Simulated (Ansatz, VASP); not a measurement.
Nb: VASP beside Ansatz

File POSCAR:

```
Nb
1.0
   -1.6511317439      1.6511317439      1.6511317439
    1.6511317439     -1.6511317439      1.6511317439
    1.6511317439      1.6511317439     -1.6511317439
Nb
1
Direct
    0.0000000000      0.0000000000      0.0000000000
```

File INCAR.step1:

```
ALGO     = Normal         # electronic algorithm
EDIFF    = 1E-4           # SCF threshold, eV
ENCUT    = 520            # plane-wave cutoff, eV
GGA      = PE             # functional
ISMEAR   = 0              # smearing method
LASPH    = T              # aspherical terms in the spheres
LCHARG   = F              # write CHGCAR
LREAL    = F              # projectors in reciprocal space
LWAVE    = T              # write WAVECAR
NBANDS   = 12             # bands
NELM     = 60             # most SCF steps
PREC     = Accurate       # precision mode
SIGMA    = 0.2            # smearing width, eV
```

Contents of INCAR.step2:

```
ALGO     = Normal         # electronic algorithm
EDIFF    = 1E-7           # SCF threshold, eV
ENCUT    = 520            # plane-wave cutoff, eV
ISIF     = 2              # what is computed and relaxed
ISMEAR   = 0              # smearing method
ISTART   = 1            
LASPH    = T              # aspherical terms in the spheres
LCHARG   = F              # write CHGCAR
LMIXTAU  = T            
LREAL    = F              # projectors in reciprocal space
LWAVE    = F              # write WAVECAR
METAGGA  = R2SCAN         # meta-GGA
NBANDS   = 12             # bands
NELM     = 60             # most SCF steps
PREC     = Accurate       # precision mode
SIGMA    = 0.2            # smearing width, eV
```

The input KPOINTS:

```
k-points
0
Gamma
  13 13 13
```

Input for Ansatz:

```yaml
crystal:
  lattice:
    - [-1.6511317439, 1.6511317439, 1.6511317439]
    - [1.6511317439, -1.6511317439, 1.6511317439]
    - [1.6511317439, 1.6511317439, -1.6511317439]
  atoms:
    - { symbol: Nb, position: [0.0, 0.0, 0.0] }
hamiltonian:
  xc: r2scan
  pseudopotentials:
    kind: paw
    azcp:
      Nb: "pseudopotentials/Nb.paw.azcp"
basis:
  ecutwfc: 500
  fft_grid_basis: typed
kpoints:
  mp_grid: { grid: [13, 13, 13], shift: [0, 0, 0] }
magnetization:
  spin_polarized: false
scf:
  occupations: { method: gaussian, width: 0.2 }
  lower_state_search: "off"
output:
  stress: true
```

Alike in both runs: task single point; functional r2SCAN; k mesh 13 × 13 × 13; occupations gaussian, width 0.2 eV; no spin polarisation.

```csv
,VASP,Ansatz
version,VASP 6.6.1,Ansatz 0.2.0
potentials or method,"VASP PAW PBE potentials, release 64 (Nb_sv), cutoff 520 eV","plane waves (500 eV) with PAW, scalar-relativistic"
valence electrons in the cell,13,13
```

```csv
,VASP,Ansatz,Ansatz less VASP
pressure (GPa),-0.4,-0.2,+0.21
```

VASP's potentials were made for PBE, not for r2SCAN. With one functional, cell and mesh, what is left measures potentials, basis and numerics.
